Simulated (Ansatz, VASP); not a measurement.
**Two plane-wave programs on TaF3**

```xyz
4
Lattice="4.1258 0.0000 0.0000 0.0000 4.1258 0.0000 0.0000 0.0000 4.1258" Properties=species:S:1:pos:R:3 pbc="T T T"
Ta    0.0000    0.0000    0.0000
F     0.0000    2.0629    0.0000
F     2.0629    0.0000    0.0000
F     0.0000    0.0000    2.0629
```

Alike in both runs: functional PBE; k mesh 5 × 5 × 5; no spin polarisation.

Ansatz relaxed the structure, and its values are those at the end. VASP's run is a single point on that final structure, the one shown.

|  | VASP | Ansatz |
| --- | --- | --- |
| version | VASP 6.6.1 | Ansatz 0.2.0 |
| potentials or method | VASP PAW PBE potentials, release 64 (Ta_pv, F) | plane waves, PAW |
| plane-wave cutoff (eV) | 600 | 420 |
| occupations | fermi-dirac, width 0.1 eV | fermi-dirac |
| valence electrons in the cell | 32 | 34 |

|  | VASP | Ansatz | Ansatz less VASP |
| --- | --- | --- | --- |
| gap on the k mesh at the Fermi level (eV) | none | none | - |
| pressure (GPa) | -0.1 | 0.0 | +0.06 |

A gap of «none» marks a metal or a gap that the smearing closes. VASP's potentials hold 32 valence electrons a cell and Ansatz's 34, so a difference there can come from the potentials and not from the codes.

Spin-orbit coupling is off throughout.
